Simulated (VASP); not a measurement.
# PrScO (P4/mmm) in VASP: a series of runs

PrScO is run at these levels: PBE; tasks: relaxation of cell and atoms, single point.

Everything below comes from runs of VASP 6.6.1. Logs are shortened: lines on timing, memory, paths and dates and some standing lists are left out, and cuts for length are marked.

## (1) The cell of the first run

Symmetry: P4/mmm, No. 123, tetragonal system. The conventional cell has a = 3.460 Å, b = 3.460 Å, c = 5.863 Å, α = 90.00°, β = 90.00°, γ = 90.00°. Within 3.9 Å of Pr (site symmetry 4/mmm) lie 2 Sc at 2.93 Å and 4 Pr at 3.46 Å and 8 O at 3.82 Å. Within 3.2 Å of Sc (site symmetry 4/mmm) lie 4 O at 2.45 Å and 2 Pr at 2.93 Å. O (site symmetry 4/mmm) has 4 Sc at 2.45 Å within 3.2 Å.

The cell was generated, and may not be a known phase.

## (2) Relaxation of cell and atoms, PBE

INCAR

```
SYSTEM = PrScO
PREC = Accurate ; ENCUT = 600
EDIFF = 1E-7 ; ISMEAR = 0
SIGMA = 0.2 ; LREAL = .False.
LASPH = .True. ; NELM = 200
ALGO = Normal ; ISIF = 3
LWAVE = .False. ; LCHARG = .False.
GGA = PE ; IBRION = 2
NSW = 36 ; EDIFFG = -0.08
GGA_COMPAT = .False. ; NELMIN = 4
LMAXMIX = 6
```

KPOINTS

```
regular mesh
0
Gamma
  6 6 4
  0 0 0
```

POSCAR

```
PrScO
1.0
    3.4604768100      0.0000000000      0.0000000000
    0.0000000000      3.4604768100      0.0000000000
    0.0000000000      0.0000000000      5.8628631300
Pr Sc O
1 1 1
Direct
    0.5000000000      0.5000000000      0.0000000000
    0.5000000000      0.5000000000      0.5000000000
    0.0000000000      0.0000000000      0.5000000000
```

Potentials or basis: VASP PAW PBE potentials, release 64 (Pr_3, Sc_sv, O), 4f in core.

On the command line:

```sh
$ cat potpaw_PBE.64/Pr_3/POTCAR potpaw_PBE.64/Sc_sv/POTCAR potpaw_PBE.64/O/POTCAR > POTCAR
$ mpirun -np 1 vasp_std > vasp.out
```

OUTCAR:

```text
SYSTEM = PrScO
   PREC = Accurate
   ENCUT = 600
   EDIFF = 1E-7
   ISMEAR = 0
   LREAL = .False.
   LASPH = .True.
   NELM = 200
   ISIF = 3
   GGA = PE
   IBRION = 2
   NSW = 36
   EDIFFG = -0.08
   NELMIN = 4

 ion  position               nearest neighbor table
   1  0.500  0.500  0.000-   2 2.93   2 2.93
   2  0.500  0.500  0.500-   3 2.45   3 2.45   3 2.45   3 2.45   1 2.93   1 2.93
   3  0.000  0.000  0.500-   2 2.45   2 2.45   2 2.45   2 2.45

  LATTYP: Found a simple tetragonal cell.
 ALAT       =     3.4604768100
 C/A-ratio  =     1.6942356363

  Lattice vectors:

 A1 = (   3.4604768100,   0.0000000000,   0.0000000000)
 A2 = (   0.0000000000,   3.4604768100,   0.0000000000)
 A3 = (   0.0000000000,   0.0000000000,   5.8628631300)

Analysis of symmetry for initial positions (statically):
=====================================================================
 Subroutine PRICEL returns:
 Original cell was already a primitive cell.

 Routine SETGRP: Setting up the symmetry group for a
 simple tetragonal supercell.

 Subroutine GETGRP returns: Found 16 space group operations
 (whereof 16 operations were pure point group operations)
 out of a pool of 16 trial point group operations.

The static configuration has the point symmetry D_4h.

Analysis of symmetry for dynamics (positions and initial velocities):
=====================================================================
 Subroutine PRICEL returns:
 Original cell was already a primitive cell.

 Routine SETGRP: Setting up the symmetry group for a
 simple tetragonal supercell.

 Subroutine GETGRP returns: Found 16 space group operations
 (whereof 16 operations were pure point group operations)
 out of a pool of 16 trial point group operations.

The dynamic configuration has the point symmetry D_4h.

 Subroutine INISYM returns: Found 16 space group operations
 (whereof 16 operations are pure point group operations),
 and found     1 'primitive' translations

----------------------------------------------------------------------------------------

                                     Primitive cell

  volume of cell :      70.2072

  direct lattice vectors                    reciprocal lattice vectors
     3.460476810  0.000000000  0.000000000     0.288977518  0.000000000  0.000000000
     0.000000000  3.460476810  0.000000000     0.000000000  0.288977518  0.000000000
     0.000000000  0.000000000  5.862863130     0.000000000  0.000000000  0.170565128

  length of vectors
     3.460476810  3.460476810  5.862863130     0.288977518  0.288977518  0.170565128

  position of ions in fractional coordinates (direct lattice)
     0.500000000  0.500000000  0.000000000
     0.500000000  0.500000000  0.500000000
     0.000000000  0.000000000  0.500000000

  ion indices of the primitive-cell ions
   primitive index   ion index
                 1           1
                 2           2
                 3           3

----------------------------------------------------------------------------------------

 KPOINTS: regular mesh

Automatic generation of k-mesh.
 Grid dimensions read from file:
 generate k-points for:    6    6    4

 Generating k-lattice:

  Cartesian coordinates                     Fractional coordinates (reciprocal lattice)
     0.048162920  0.000000000  0.000000000     0.166666667  0.000000000  0.000000000
     0.000000000  0.048162920  0.000000000     0.000000000  0.166666667  0.000000000
     0.000000000  0.000000000  0.042641282     0.000000000  0.000000000  0.250000000

  Length of vectors
     0.048162920  0.048162920  0.042641282

  Shift w.r.t. Gamma in fractional coordinates (k-lattice)
     0.000000000  0.000000000  0.000000000

 Subroutine IBZKPT returns following result:
 ===========================================

 Found     30 irreducible k-points:

 Following reciprocal coordinates:
            Coordinates               Weight
  0.000000  0.000000  0.000000      1.000000
  0.166667  0.000000  0.000000      4.000000
  0.333333  0.000000  0.000000      4.000000
  0.500000  0.000000  0.000000      2.000000
  0.166667  0.166667  0.000000      4.000000
  0.333333  0.166667  0.000000      8.000000
[... 16 lines left out ...]
  0.333333  0.000000  0.500000      4.000000
  0.500000  0.000000  0.500000      2.000000
 [... further k-points ...]
   k-points           NKPTS =     30   k-points in BZ     NKDIM =     30   number of bands    NBANDS=     18
   number of dos      NEDOS =    301   number of ions     NIONS =      3
   total plane-waves  NPLWV =  37632
   dimension x,y,z NGX =    28 NGY =   28 NGZ =   48
   dimension x,y,z NGXF=    56 NGYF=   56 NGZF=   96
   ions per type =               1   1   1
   NGX,Y,Z   is equivalent  to a cutoff of  13.45, 13.45, 13.61 a.u.
   NGXF,Y,Z  is equivalent  to a cutoff of  26.90, 26.90, 27.22 a.u.
 SYSTEM =  PrScO
   PREC   = accura    normal or accurate (medium, high low for compatibility)
   ISTART =      0    job   : 0-new  1-cont  2-samecut
   ICHARG =      2    charge: 1-file 2-atom 10-const
   ISPIN  =      1    spin polarized calculation?
   LNONCOLLINEAR =      F non collinear calculations
   LSORBIT =      F    spin-orbit coupling
   LASPH  =      T    aspherical Exc in radial PAW
   ENCUT  =  600.0 eV  44.10 Ry    6.64 a.u.   6.91  6.91 11.71*2*pi/ulx,y,z
   NELM   =    200;   NELMIN=  4; NELMDL= -5     # of ELM steps
   EDIFF  = 0.1E-06   stopping-criterion for ELM
   LREAL  =      F    real-space projection
   EDIFFG = -.8E-01   stopping-criterion for IOM
   NSW    =     36    number of steps for IOM
   IBRION =      2    ionic relax: 0-MD 1-quasi-New 2-CG
   NFREE  =      1    steps in history (QN), initial steepest desc. (CG)
   ISIF   =      3    stress and relaxation
   ISYM   =      2    0-nonsym 1-usesym 2-fastsym
   POTIM  = 0.5000    time-step for ionic-motion
   TEBEG  =    0.0;   TEEND  =   0.0 temperature during run
   PSTRESS=    0.0 pullay stress
   NELECT =      28.0000    total number of electrons
   NUPDOWN=      -1.0000    fix difference up-down
   EMIN   =  10.00;   EMAX   =-10.00  energy-range for DOS
   EFERMI =   0.00;   METHOD = LEGACY
   ISMEAR =     0;   SIGMA  =   0.20  broadening in eV -4-tet -1-fermi 0-gaus
   EFERMI_NEDOS =   21; number of points for ismear=-14 and -15
   IALGO  =     38    algorithm
   IMIX   =      4    mixing-type and parameters
     AMIX     =   0.40;   BMIX     =  1.00
     AMIX_MAG =   1.60;   BMIX_MAG =  1.00
  volume/ion in A,a.u.               =      23.40       157.93
  Fermi-wavevector in a.u.,A,eV,Ry     =   1.205037  2.277189 19.757205  1.452114
  Thomas-Fermi vector in A             =   2.340745
   LORBIT       =      0    0 simple, 1 ext, 2 COOP (PROOUT), +10 PAW based schemes
   GGA     = PE    functional components
   LHFCALC =     F    Hartree Fock is set to
   AEXX    =    0.0000 exact exchange contribution
   IVDW    =     0    specifies the selected vdW correction
   LEPSILON=     F    determine dielectric tensor
   LRPA    =     F    only Hartree local field effects (RPA)
 conjugate gradient relaxation of ions
 non-spin polarized calculation
 Gauss-broadening in eV      SIGMA  =   0.20
  energy-cutoff  :      600.00
  volume of cell :       70.21
 maximum number of plane-waves:      2384
 NGX is ok and might be reduce to    28
   NGX = 13   NGY = 13   NGZ = 23

--------------------------------------- Ionic step        1  -------------------------------------------

 number of electron      27.9999991 magnetization

 Free energy of the ion-electron system (eV)
  ---------------------------------------------------
  ext. energy  EPLUGINS =         0.00000000
  ---------------------------------------------------
  free energy    TOTEN  =       -18.23559985 eV

  energy without entropy =      -18.15386706  energy(sigma->0) =      -18.19473345

------------------------ aborting loop because EDIFF is reached ----------------------------------------

  FORCE on cell =-STRESS in cart. coord.  units (eV):
  Direction    XX          YY          ZZ          XY          YZ          ZX
  --------------------------------------------------------------------------------------
  -------------------------------------------------------------------------------------
  Total       -7.5935168     -7.5935168      5.5013392      0.0000000      0.0000000     -0.0000000
  in kB     -173.2893594   -173.2893594    125.5444051      0.0000000      0.0000000     -0.0000000
  external PRESSURE =     -73.6781046 kB  Pullay stress =       0.0000000 kB
[... 98 lines left out ...]
--------------------------------------- Ionic step        4  -------------------------------------------

 number of electron      28.0000008 magnetization

 E-fermi :   4.3082     XC(G=0): -10.0344

 val. band max:        4.2566587196   @ k =   0.5000   0.3333   0.0000
 cond. band min:       4.3084352062   @ k =   0.1667   0.0000   0.0000
 fundamental gap:      0.0517764867
 Fermi energy:         4.3081826402

 k-point     1 :       0.0000    0.0000    0.0000
  band No.  band energies     occupation
      1     -45.8549      2.00000
      2     -32.3349      2.00000
      3     -24.5142      2.00000
      4     -24.2957      2.00000
      5     -24.2957      2.00000
      6     -15.2826      2.00000
[... 481 lines left out ...]
      5     -24.2203      2.00000
      6     -15.6376      2.00000
[... 10 lines left out ...]
     17       6.4254      0.00000
     18       6.9543      0.00000

 [... further k-points ...]

------------------------ aborting loop because EDIFF is reached ----------------------------------------

  FORCE on cell =-STRESS in cart. coord.  units (eV):
  Direction    XX          YY          ZZ          XY          YZ          ZX
  --------------------------------------------------------------------------------------
  -------------------------------------------------------------------------------------
  Total        0.3401957      0.3401957      1.9170744      0.0000000     -0.0000000      0.0000000
  in kB        8.5725376      8.5725376     48.3080507      0.0000000     -0.0000000      0.0000000
  external PRESSURE =      21.8177086 kB  Pullay stress =       0.0000000 kB
[... 135 lines left out ...]
--------------------------------------- Ionic step        8  -------------------------------------------

 number of electron      28.0000010 magnetization

 Free energy of the ion-electron system (eV)
  ---------------------------------------------------
  ext. energy  EPLUGINS =         0.00000000
  ---------------------------------------------------
  free energy    TOTEN  =       -19.95140576 eV

  energy without entropy =      -19.87156394  energy(sigma->0) =      -19.91148485

 E-fermi :   3.7904     XC(G=0):  -9.6340

 val. band max:        3.7854414052   @ k =   0.5000   0.0000   0.2500
 cond. band min:       3.8088792437   @ k =   0.1667   0.0000   0.5000
 fundamental gap:      0.0234378385
 Fermi energy:         3.7903715915

 k-point     1 :       0.0000    0.0000    0.0000
  band No.  band energies     occupation
      1     -46.5950      2.00000
      2     -32.9135      2.00000
      3     -25.2858      2.00000
      4     -25.0021      2.00000
      5     -25.0021      2.00000
      6     -15.8659      2.00000
[... 481 lines left out ...]
      5     -24.9270      2.00000
      6     -16.2026      2.00000
[... 10 lines left out ...]
     17       5.8135      0.00000
     18       6.2766      0.00000

 [... further k-points ...]

------------------------ aborting loop because EDIFF is reached ----------------------------------------

  FORCE on cell =-STRESS in cart. coord.  units (eV):
  Direction    XX          YY          ZZ          XY          YZ          ZX
  --------------------------------------------------------------------------------------
  -------------------------------------------------------------------------------------
  Total        0.0004881      0.0004881      0.0038876      0.0000000     -0.0000000     -0.0000000
  in kB        0.0113526      0.0113526      0.0904257      0.0000000     -0.0000000     -0.0000000
  external PRESSURE =       0.0377103 kB  Pullay stress =       0.0000000 kB
[... 18 lines left out ...]
  FREE ENERGIE OF THE ION-ELECTRON SYSTEM (eV)
  ---------------------------------------------------
  free  energy   TOTEN  =       -19.9514057614 eV

  energy  without entropy=      -19.8715639383  energy(sigma->0) =      -19.91148485

 reached required accuracy - stopping structural energy minimisation
```

Run time: 3.9 min. Hardware: 1 thread of AMD EPYC 7R13 (Zen 3), shared host; peak memory 0.2 GiB.

Results:

* Free energy: -19.9514 eV
* Relaxed volume: 22.96 Å³/atom
* Relaxed cell: a = 3.040 Å, b = 3.040 Å, c = 7.453 Å, α = 90.00°, β = 90.00°, γ = 90.00°
* Space group after relaxing (to 0.1 Å): P4/mmm (No. 123)
* Energy gained by relaxing: 571.9 meV/atom
* Ionic steps: 8
* Pressure after relaxing: 0.0 GPa
* Band gap on the k mesh: zero (bands 14 and 15 overlap by 1.79 eV)

Step by step:
```tsv
step	energy change (eV)	largest force (eV/Å)	pressure (GPa)	volume (Å³)
1	0.0000	0.0000	-7.37	70.21
2	-1.4270	0.0000	5.07	58.89
3	-1.4270	0.0000	5.99	58.46
4	-1.6375	0.0000	2.18	63.58
5	-1.7072	0.0000	-0.69	68.56
6	-1.7084	0.0000	-1.07	69.36
7	-1.7121	0.0000	0.82	68.54
8	-1.7158	0.0000	0.00	68.88
```

Final structure:
```xyz
3
Lattice="3.0402 0.0000 0.0000 0.0000 3.0402 0.0000 0.0000 0.0000 7.4526" Properties=species:S:1:pos:R:3 pbc="T T T"
Pr    1.5201    1.5201    0.0000
Sc    1.5201    1.5201    3.7263
O     3.0402    0.0000    3.7263
```

Caveat: a cell axis changed by over 15 % at a fixed basis, so the end point is rough; spin-orbit coupling is left out, which moves the levels of the heavy elements; the 4f electrons are frozen in the core, so they carry no moment and show no levels; the run has no spin polarisation, though such a crystal can be magnetic.

## (3) Single point, PBE

This run uses another cell than the first one, of 18.36 Å³/atom.

INCAR

```
ALGO = Normal
EDIFF = 1E-6
ENCUT = 600
GGA = PE
GGA_COMPAT = False
ISIF = 2
ISMEAR = 0
LASPH = True
LCHARG = False
LMAXMIX = 6
LREAL = False
LWAVE = False
NBANDS = 21
NELM = 200
PREC = Accurate
SIGMA = 0.1
```

KPOINTS

```
k-points
0
Gamma
  12 12 8
```

POSCAR

```
PrScO
1.0
    3.1618414110      0.0000000000      0.0000000000
    0.0000000000      3.1618414110      0.0000000000
    0.0000000000      0.0000000000      5.5087396459
Pr Sc O
1 1 1
Direct
    0.0000000000      0.0000000000      0.5000000000
    0.5000000000      0.5000000000      0.0000000000
    0.0000000000      0.0000000000      0.0000000000
```

Potentials or basis: VASP PAW PBE potentials, release 64 (Pr_3, Sc_sv, O), 4f in core.

On the command line:

```sh
$ cat potpaw_PBE.64/Pr_3/POTCAR potpaw_PBE.64/Sc_sv/POTCAR potpaw_PBE.64/O/POTCAR > POTCAR
$ mpirun -np 1 vasp_std > vasp.out
```

It took 2.4 min on 1 thread of AMD EPYC 7R13 (Zen 3), shared host; peak memory 0.32 GiB.

The run converged. Its results:

| Quantity | Value |
| --- | --- |
| Free energy | -21.4489 eV |
| Pressure | 0.2 GPa |
| Band gap on the k mesh | zero (bands 14 and 15 overlap by 1.82 eV) |

Stress tensor (GPa, compression positive):
```
0.37 0.00 0.00
0.00 0.37 0.00
0.00 0.00 0.00
```

Levels at points of the mesh, in eV from the Fermi level:
| k point | band 11 | band 12 | band 13 | band 14 | band 15 | band 16 | band 17 | band 18 |
| --- | --- | --- | --- | --- | --- | --- | --- | --- |
| (0.00, 0.00, 0.00) | -4.34 | -4.34 | -3.08 | -1.39 | 0.05 | 0.77 | 1.74 | 1.74 |
| (0.50, 0.00, 0.00) | -5.69 | -5.04 | -1.41 | -0.20 | 0.41 | 1.82 | 2.46 | 2.67 |
| (0.50, 0.50, 0.00) | -5.37 | -4.33 | -2.80 | -1.47 | -1.47 | 2.99 | 3.11 | 3.69 |
| (0.00, 0.00, 0.50) | -4.39 | -4.39 | -2.10 | -0.86 | -0.64 | 0.02 | 2.20 | 2.20 |
| (0.50, 0.00, 0.50) | -5.96 | -5.73 | -1.64 | -0.37 | 2.02 | 2.32 | 2.42 | 2.68 |
| (0.50, 0.50, 0.50) | -5.53 | -5.08 | -2.38 | 0.29 | 0.29 | 0.83 | 0.83 | 1.36 |

Caveat: spin-orbit coupling is left out, which moves the levels of the heavy elements; the 4f electrons are frozen in the core, so they carry no moment and show no levels; the run has no spin polarisation, though such a crystal can be magnetic.

The gap in the log of VASP goes by the Fermi energy; the results here count the filled bands.